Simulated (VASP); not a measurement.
Here is a VASP 6.6.1 calculation.

File POSCAR:

```
CO2
1.0
    2.3559647501     -2.1613870538      0.0000000000
    2.3559647501      2.1613870538      0.0000000000
    0.0000000000      0.0000000000      5.9808021343
C O
2 4
Direct
    0.0000000000      0.0000000000      0.0000000000
    0.5000000000      0.5000000000      0.5000000000
    0.7857354635      0.2142645365      0.8845497083
    0.2142645365      0.7857354635      0.1154502917
    0.7142645365      0.2857354635      0.3845497083
    0.2857354635      0.7142645365      0.6154502917
```

INCAR.step1

```
PREC = Accurate ; ENCUT = 600
ISMEAR = 0 ; SIGMA = 0.1
LREAL = F ; LASPH = T
NELM = 100 ; GGA = PE
ALGO = Normal ; EDIFF = 1E-4
LWAVE = T ; LCHARG = F
```

Contents of INCAR.step2:

```
PREC = Accurate ; ENCUT = 600
EDIFF = 1E-7 ; ISMEAR = 0
SIGMA = 0.1 ; LREAL = F
LASPH = T ; NELM = 100
ALGO = Normal ; ISIF = 3
LWAVE = F ; LCHARG = F
METAGGA = R2SCAN ; LMIXTAU = T
IVDW = 12 ; VDW_S6 = 1.0
VDW_S8 = 0.78981345 ; VDW_A1 = 0.49484001
VDW_A2 = 5.73083694 ; IBRION = 2
NSW = 80 ; EDIFFG = -0.05
PSTRESS = 90.0 ; ISTART = 1
```

KPOINTS

```
Automatic mesh
0
Gamma
  6 6 4
```

Potentials or basis: VASP PAW PBE potentials, release 64 (C, O).

Command:

```sh
$ cat potpaw_PBE.64/C/POTCAR potpaw_PBE.64/O/POTCAR > POTCAR
$ cp INCAR.step1 INCAR
$ mpirun -np 1 vasp_std > vasp.out
$ cp INCAR.step2 INCAR
$ mpirun -np 1 vasp_std > vasp.out
```

Problem. Estimate the space group after relaxing (to 0.1 Å).

Solution. Cmce (No. 64).

Problem. Predict the relaxed volume.

Solution. 10.18 Å³/atom.

Stress tensor (GPa, compression positive):
```
8.36 0.00 0.00
0.00 8.47 0.00
0.00 0.00 8.49
```

Caveat: the cell is relaxed towards a set pressure, so the run minimises the enthalpy, not the energy; the PAW data sets were made with another functional, which shifts forces and pressure a little.
